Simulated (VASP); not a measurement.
# HfS2 (t.B) in VASP: single point with PBE+D3(BJ)

Aim: the single point of HfS2 (t.B) with PBE+D3(BJ).

Everything below comes from runs of VASP 6.6.1. Logs are shortened: lines on timing, memory, paths and dates and some standing lists are left out, and cuts for length are marked.

## Step 1: The cell of the first run

The cell holds a sheet with vacuum, 3 atoms: a = 3.618 Å, b = 3.618 Å, c = 29.560 Å, α = 90.00°, β = 90.00°, γ = 120.00°.

## Step 2: Single point, PBE+D3(BJ)

Contents of INCAR:

```
SYSTEM = HfS2
  PREC = Accurate
  ENCUT = 400
  EDIFF = 1E-6
  ISMEAR = 0
  SIGMA = 0.03
  LREAL = .FALSE.
  LASPH = .TRUE.
  NELM = 120
  ALGO = Normal
  ISIF = 2
  LWAVE = .FALSE.
  LCHARG = .FALSE.
  LDIPOL = .TRUE.
  IDIPOL = 3
  DIPOL = 0.5 0.5 0.286
  GGA = PE
  IVDW = 12
  NBANDS = 18
  GGA_COMPAT = .FALSE.
  NELMDL = -8
```

Contents of KPOINTS:

```
Automatic mesh
0
G
  12 12 1
  0 0 0
```

Contents of POSCAR:

```
HfS2
1.0
    3.6178544923      0.0000000000      0.0000000000
   -1.8089272462      3.1331538976      0.0000000000
    0.0000000000      0.0000000000     29.5600000019
S Hf
2 1
Direct
    0.3333333333      0.6666666667      0.2362749815
    0.6666666667      0.3333333333      0.3347669670
    0.0000000000      0.0000000000      0.2855209743
```

Potentials or basis: VASP PAW PBE potentials, release 64 (S, Hf_pv).

On the command line:

```
$ cat potpaw_PBE.64/S/POTCAR potpaw_PBE.64/Hf_pv/POTCAR > POTCAR
$ mpirun -np 1 vasp_std > vasp.out
```

OUTCAR:

```text
SYSTEM = HfS2
   PREC = Accurate
   ENCUT = 400
   EDIFF = 1E-6
   ISMEAR = 0
   LREAL = .FALSE.
   LASPH = .TRUE.
   NELM = 120
   ISIF = 2
   GGA = PE
   IVDW = 12
   NELMDL = -8
 IVDW          = 12

 ion  position               nearest neighbor table
   1  0.333  0.667  0.236-   3 2.55   3 2.55   3 2.55
   2  0.667  0.333  0.335-   3 2.55   3 2.55   3 2.55
   3  0.000  0.000  0.286-   2 2.55   2 2.55   2 2.55   1 2.55   1 2.55   1 2.55

  LATTYP: Found a hexagonal cell.
 ALAT       =     3.6178544923
 C/A-ratio  =     8.1705884150

  Lattice vectors:

 A1 = (   3.6178544923,   0.0000000000,   0.0000000000)
 A2 = (  -1.8089272462,   3.1331538976,   0.0000000000)
 A3 = (   0.0000000000,   0.0000000000,  29.5600000019)

Analysis of symmetry for initial positions (statically):
=====================================================================
 Subroutine PRICEL returns:
 Original cell was already a primitive cell.

 Routine SETGRP: Setting up the symmetry group for a
 hexagonal supercell.

 Subroutine GETGRP returns: Found 12 space group operations
 (whereof  6 operations were pure point group operations)
 out of a pool of 24 trial point group operations.

The static configuration has the point symmetry C_3v.
 The point group associated with its full space group is D_3d.

Analysis of symmetry for dynamics (positions and initial velocities):
=====================================================================
 Subroutine PRICEL returns:
 Original cell was already a primitive cell.

 Routine SETGRP: Setting up the symmetry group for a
 hexagonal supercell.

 Subroutine GETGRP returns: Found 12 space group operations
 (whereof  6 operations were pure point group operations)
 out of a pool of 24 trial point group operations.

The dynamic configuration has the point symmetry C_3v.
 The point group associated with its full space group is D_3d.

 Subroutine INISYM returns: Found 12 space group operations
 (whereof  6 operations are pure point group operations),
 and found     1 'primitive' translations

----------------------------------------------------------------------------------------

                                     Primitive cell

  volume of cell :     335.0713

  direct lattice vectors                    reciprocal lattice vectors
     3.617854492  0.000000000  0.000000000     0.276406915  0.159583607  0.000000000
    -1.808927246  3.133153898  0.000000000     0.000000000  0.319167214  0.000000000
[... 89 lines left out ...]
   POTIM  = 0.5000    time-step for ionic-motion
   TEBEG  =    0.0;   TEEND  =   0.0 temperature during run
   PSTRESS=    0.0 pullay stress
   NELECT =      22.0000    total number of electrons
   NUPDOWN=      -1.0000    fix difference up-down
   EMIN   =  10.00;   EMAX   =-10.00  energy-range for DOS
   EFERMI =   0.00;   METHOD = LEGACY
   ISMEAR =     0;   SIGMA  =   0.03  broadening in eV -4-tet -1-fermi 0-gaus
   EFERMI_NEDOS =   21; number of points for ismear=-14 and -15
   IALGO  =     38    algorithm
   IMIX   =      4    mixing-type and parameters
     AMIX     =   0.40;   BMIX     =  1.00
     AMIX_MAG =   1.60;   BMIX_MAG =  1.00
  volume/ion in A,a.u.               =     111.69       753.72
  Fermi-wavevector in a.u.,A,eV,Ry     =   0.660445  1.248060  5.934692  0.436188
  Thomas-Fermi vector in A             =   1.732895
   LORBIT       =      0    0 simple, 1 ext, 2 COOP (PROOUT), +10 PAW based schemes
   GGA     = PE    functional components
   LHFCALC =     F    Hartree Fock is set to
   AEXX    =    0.0000 exact exchange contribution
   IVDW    =    12    specifies the selected vdW correction
   LEPSILON=     F    determine dielectric tensor
   LRPA    =     F    only Hartree local field effects (RPA)
 non-spin polarized calculation
 Gauss-broadening in eV      SIGMA  =   0.03
  energy-cutoff  :      400.00
  volume of cell :      335.07
 maximum number of plane-waves:      6122
 NGX is ok and might be reduce to    24
   NGX = 11   NGY = 11   NGZ = 97

 dipolmoment           0.000000      0.000000     -0.000000 electrons x Angstroem

 number of electron      21.9999999 magnetization

 dipolmoment           0.000000      0.000000      0.000000 electrons x Angstroem

 Free energy of the ion-electron system (eV)
  ---------------------------------------------------
  ext. energy  EPLUGINS =         0.00000000
  ---------------------------------------------------
  free energy    TOTEN  =       -22.91893358 eV

  energy without entropy =      -22.91893358  energy(sigma->0) =      -22.91893358

 E-fermi :  -4.2418     XC(G=0):  -2.2644

 val. band max:       -4.4408286506   @ k =   0.0000   0.0000   0.0000
 cond. band min:      -3.2165044557   @ k =   0.5000   0.0000   0.0000
 fundamental gap:      1.2243241950
 Fermi energy:        -4.2418012268

 k-point     1 :       0.0000    0.0000    0.0000
  band No.  band energies     occupation
      1     -35.0942      2.00000
      2     -34.9822      2.00000
      3     -34.9822      2.00000
      4     -17.2905      2.00000
      5     -15.9041      2.00000
      6      -8.5565      2.00000
[... 376 lines left out ...]
      5     -15.8223      2.00000
      6      -8.1802      2.00000
[... 10 lines left out ...]
     17       3.5073      0.00000
     18       4.7165      0.00000

------------------------ aborting loop because EDIFF is reached ----------------------------------------

 vacuum level on the upper side and lower side of the slab       (xc-potential included)        -0.006        -0.006

 Edisp (eV)   -0.68541

 E8    (eV) :    -0.3147

  FORCE on cell =-STRESS in cart. coord.  units (eV):
  Direction    XX          YY          ZZ          XY          YZ          ZX
  --------------------------------------------------------------------------------------
  -------------------------------------------------------------------------------------
  Total      -0.25915    -0.25915    -0.21420     0.00000    -0.00000     0.00000
  in kB      -1.23917    -1.23917    -1.02422     0.00000    -0.00000     0.00000
  external pressure =       -1.17 kB  Pullay stress =        0.00 kB

 VOLUME and BASIS-vectors are now :
 -----------------------------------------------------------------------------
  energy-cutoff  :      400.00
  volume of cell :      335.07
      direct lattice vectors                 reciprocal lattice vectors
     3.617854492  0.000000000  0.000000000     0.276406915  0.159583607  0.000000000
    -1.808927246  3.133153898  0.000000000     0.000000000  0.319167214  0.000000000
     0.000000000  0.000000000 29.560000002     0.000000000  0.000000000  0.033829499

 POSITION                                       TOTAL-FORCE (eV/Angst)
 -----------------------------------------------------------------------------------
     -0.00000      2.08877      6.98429        -0.000000      0.000000      0.065047
      1.80893      1.04438      9.89571        -0.000000     -0.000000     -0.065047
      0.00000      0.00000      8.44000         0.000000     -0.000000      0.000000
 -----------------------------------------------------------------------------------
    total drift:                                0.000000     -0.000000      0.000042

  FREE ENERGIE OF THE ION-ELECTRON SYSTEM (eV)
  ---------------------------------------------------
  free  energy   TOTEN  =       -23.6043478405 eV

  energy  without entropy=      -23.6043478405  energy(sigma->0) =      -23.60434784

 vacuum level on the upper side and lower side of the slab         1.896         1.896
```

OSZICAR:

```text
N       E                     dE             d eps       ncg     rms          rms(c)
DAV:   1     0.105141526370E+03    0.10514E+03   -0.81714E+03   836   0.700E+02
DAV:   2    -0.104635837625E+02   -0.11561E+03   -0.11229E+03   920   0.156E+02
DAV:   3    -0.245298905831E+02   -0.14066E+02   -0.14018E+02   948   0.540E+01
[... 18 lines left out ...]
DAV:  22    -0.229189184715E+02   -0.12209E-04   -0.24864E-07   774   0.187E-03    0.100E-03
DAV:  23    -0.229189257710E+02   -0.72995E-05   -0.16326E-07   736   0.120E-03    0.558E-04
DAV:  24    -0.229189314140E+02   -0.56429E-05   -0.16215E-07   746   0.101E-03    0.252E-04
DAV:  25    -0.229189328373E+02   -0.14234E-05   -0.21814E-08   788   0.406E-04    0.700E-04
DAV:  26    -0.229189335829E+02   -0.74563E-06   -0.52664E-09   722   0.211E-04
   1 F= -.23604348E+02 E0= -.23604348E+02  d E =-.180503E-22
```

stdout:

```text
POSCAR found type information on POSCAR S Hf
 POSCAR found :  2 types and       3 ions
 scaLAPACK will be used
 LDA part: xc-table for (Slater+PW92), standard interpolation
 POSCAR, INCAR and KPOINTS ok, starting setup
 FFT: planning ... GRIDC
 FFT: planning ... GRID_SOFT
 FFT: planning ... GRID
 WAVECAR not read
 entering main loop
```

Wall time 4.2 min (1 thread of Intel Xeon 8259CL, shared host); peak memory 0.35 GiB.

Results:

- Free energy: -23.6043 eV
- Largest force: 0.065 eV/Å
- Band gap on the k mesh: 1.22 eV, indirect (least direct gap 2.08 eV)
- Dispersion energy per atom: -0.228 eV

Forces on the atoms (eV/Å):
```
S    0.000  0.000  0.065
S    0.000  0.000 -0.065
Hf   0.000  0.000  0.000
```

Caveat: spin-orbit coupling is left out, which moves the levels of the heavy elements.
